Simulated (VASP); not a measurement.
Runs of VASP 6.6.1 on Ru2C3. The structure is that of space group P-3m1 (No. 164), or close to it. The cells are those of the table. 

```tsv
task	cell	k mesh	cutoff (eV)	gap on the mesh (eV)	pressure (GPa)	relaxed volume (Å³/atom)	largest force (eV/Å)
single point	a = 3.280, b = 3.280, c = 5.104 Å, angles 90.0, 90.0, 120.0°, 5 atoms	6 × 6 × 4	520	none	15.2	-	(a)
relaxation of cell and atoms	relaxed from a = 3.214, b = 3.214, c = 5.417 Å, angles 90.0, 90.0, 120.0°, 5 atoms	12 × 12 × 8	600	none	0.0	9.70	0.01
single point	a = 3.206, b = 3.206, c = 5.456 Å, angles 90.0, 90.0, 120.0°, 5 atoms	12 × 12 × 8	520	none	0.2	-	0.04
relaxation of cell and atoms	relaxed from a = 3.280, b = 3.280, c = 5.104 Å, angles 90.0, 90.0, 120.0°, 5 atoms	6 × 6 × 4	600	none	0.0	9.70	0.02
single point	a = 3.214, b = 3.214, c = 5.417 Å, angles 90.0, 90.0, 120.0°, 5 atoms	6 × 6 × 4	520	none	0.2	-	0.03
```

Alike in all rows: level PBE; potentials or basis VASP PAW PBE potentials, release 64 (Ru_pv, C); no spin polarisation; smearing gaussian 0.1 eV.

Q: Fill in the values left out.

A: (a) 1.05.

Caveats: some runs use coarse meshes; forces of over 1 eV/Å act on the atoms, so gaps and moduli don't describe the material at rest (some runs).

A k mesh can miss the band edges, and the runs leave out spin-orbit coupling on Ru.

A gap of «none» marks levels without a gap at the run's occupations.
